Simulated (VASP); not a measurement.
SiC (Moissanite 3C):

```
CELL_PARAMETERS angstrom
0.00000 2.17900 2.17900
2.17900 0.00000 2.17900
2.17900 2.17900 0.00000
ATOMIC_POSITIONS crystal
Si 0.00028 0.99269 0.00702
C 0.74546 0.74842 0.74764
```

This cell differs from its parent crystal: atoms moved at random.

- Program: VASP 6.6.1
- Task: relaxation of cell and atoms
- Functional: PBE
- Dispersion: D4
- Potentials or basis: VASP PAW PBE potentials, release 64 (Si, C)
- Cutoff: 600 eV
- k mesh: 8 × 8 × 8
- Occupations: methfessel-paxton, width 0.1 eV
- Spin: no spin polarisation

At the start: pressure -1.0 GPa; volume 10.35 Å³/atom.

Question: Where does the relaxation end?

Answer: Over 8 steps the energy falls by 5.1 meV/atom and the volume is 10.30 Å³/atom (-0.5 %); space group F-43m (No. 216, to 0.05 Å).

Step by step:
```tsv
step	energy change (eV)	largest force (eV/Å)	pressure (GPa)	volume (Å³)
1	0.0000	0.6098	-1.00	20.69
2	0.0027	0.6194	1.19	20.50
3	-0.0095	0.0391	-0.18	20.60
4	-0.0101	0.0158	0.22	20.56
5	-0.0102	0.0112	0.16	20.57
6	-0.0102	0.0109	0.15	20.57
7	-0.0102	0.0105	0.14	20.57
8	-0.0102	0.0099	-0.10	20.59
```

Final structure:
```
Si C
1.0
     0.00035    2.17543    2.17551
     2.17562    0.00023    2.17563
     2.17585    2.17577    0.00001
Si C
1 1
Direct
  0.99792 0.99559 0.00227
  0.74782 0.74552 0.75239
```

Caveat: the cell differs from its parent crystal (atoms moved at random).
